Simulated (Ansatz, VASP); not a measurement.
**One calculation of As2H, two programs**

```
CELL_PARAMETERS angstrom
3.57134 0.00000 0.00000
-1.78567 3.09287 0.00000
0.00000 0.00000 18.39764
ATOMIC_POSITIONS crystal
As 0.33333 0.66667 0.29339
As 0.66667 0.33333 0.21742
H 0.50000 0.66667 0.43199
```

Alike in both runs: task single point; functional PBE; dispersion D3(BJ); k mesh 9 × 9 × 1; occupations gaussian, width 0.05 eV; collinear spin.

|  | VASP | Ansatz |
| --- | --- | --- |
| version | VASP 6.6.1 | Ansatz 0.2.0 |
| potentials or method | VASP PAW PBE potentials, release 64 (As_d, H), cutoff 400 eV | scalar-relativistic, plane waves, PAW |
| valence electrons in the cell | 31 | 31 |

VASP gave:

| Item | Value |
| --- | --- |
| gap on the k mesh at the Fermi level (eV) | 1.11 |
| least direct gap on the mesh (eV) | 1.52 |
| rms of the force components (eV/Å) | 0.087 |
| net moment per atom (μB) | 0.33 |
| size of the moment on the site where the two differ most (μB) | 0.35 |

Problem. Estimate Ansatz's values.

Solution. gap on the k mesh at the Fermi level (eV): 1.12; least direct gap on the mesh (eV): 1.53; rms of the force components (eV/Å): 0.081; net moment per atom (μB): 0.33; size of the moment on the site where the two differ most (μB): 0.73.

Site moments also hang on the region over which each program counts them. Atom by atom the forces differ by 0.012 eV/Å (rms over components). Ansatz's warnings: stability check not made.
